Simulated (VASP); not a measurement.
Input of a VASP 6.6.1 run:

Contents of INCAR:

```
PREC = Accurate ; ENCUT = 520
EDIFF = 1E-6 ; ISMEAR = 0
SIGMA = 0.1 ; LREAL = F
LASPH = T ; NELM = 60
ALGO = Fast ; ISIF = 2
LWAVE = F ; LCHARG = F
GGA = PE ; IVDW = 12
NBANDS = 25
```

Contents of KPOINTS:

```
regular mesh
0
Gamma
  12 12 14
```

Contents of POSCAR:

```
Ti
1.0
    4.4945043382      0.0000000000      0.0000000000
   -2.2472521691      3.8923549343      0.0000000000
    0.0000000000      0.0000000000      2.7853482994
Ti
3
Direct
    0.0000000000      0.0000000000      0.0000000000
    0.3333333333      0.6666666667      0.5000000000
    0.6666666667      0.3333333333      0.5000000000
```

Potentials or basis: VASP PAW PBE potentials, release 64 (Ti_sv).

Launch:

```console
$ cat potpaw_PBE.64/Ti_sv/POTCAR > POTCAR
$ mpirun -np 1 vasp_std > vasp.out
```

(1) Predict the dispersion energy per atom.

(2) Predict the pressure.

## Answers

(1) -0.645 eV.

(2) -0.3 GPa.
